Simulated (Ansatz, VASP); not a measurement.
Given: the input of a run of VASP 6.6.1 on AlN.

The input INCAR:

```
  PREC = Accurate
  ENCUT = 600
  EDIFF = 1E-6
  ISMEAR = 0
  SIGMA = 0.023
  LREAL = F
  LASPH = T
  NELM = 120
  ALGO = Normal
  ISIF = 2
  LWAVE = F
  LCHARG = T
  GGA = PE
  LELF = T
  LVHAR = T
  NBANDS = 11
  GGA_COMPAT = F
```

KPOINTS

```
Automatic mesh
0
Gamma
  11 11 11
```

File POSCAR:

```
AlN
1.0
    0.0000000000      2.0345180000      2.0345180000
    2.0345180000      0.0000000000      2.0345180000
    2.0345180000      2.0345180000      0.0000000000
Al N
1 1
Direct
    0.5000000000      0.5000000000      0.5000000000
    0.0000000000      0.0000000000      0.0000000000
```

Potentials or basis: VASP PAW PBE potentials, release 64 (Al, N).

Launch:

```console
$ cat potpaw_PBE.64/Al/POTCAR potpaw_PBE.64/N/POTCAR > POTCAR
$ mpirun -np 1 vasp_std > vasp.out
```

**Question.** Set up the same calculation for Ansatz 0.2.0. Potentials there: Ansatz PAW.

**Answer.** As run (the cutoff follows the program's own potentials):

File input.yaml:

```yaml
crystal:
  lattice:
    - [0.0, 2.034518, 2.034518]
    - [2.034518, 0.0, 2.034518]
    - [2.034518, 2.034518, 0.0]
  atoms:
    - { symbol: Al, position: [0.5, 0.5, 0.5] }
    - { symbol: "N", position: [0.0, 0.0, 0.0] }
hamiltonian:
  xc: pbe
  pseudopotentials: { kind: paw }
kpoints:
  mp_grid: { grid: [11, 11, 11] }
scf:
  occupations: { method: gaussian, width: 0.023 }
output:
  forces: true
  stress: true
  eigenvalues: true
```

Potentials or basis: Ansatz PAW.

The run is started by

```sh
$ ansatz run input.yaml --threads 2 --pin off --max-ram 5632MiB --backend cpu --events-out ev --progress --plain --runs-dir out
```

Both were run:

|  | VASP | Ansatz | Ansatz less VASP |
| --- | --- | --- | --- |
| gap on the k mesh at the Fermi level (eV) | 4.55 | 4.58 | +0.022 |
| least direct gap on the mesh (eV) | 5.41 | 5.40 | -0.011 |
| pressure (GPa) | -0.1 | 0.3 | +0.43 |

Noted on Ansatz's run: odd divisions of the mesh miss points on the zone boundary, where band edges often lie, so the gap on the mesh can be too wide.
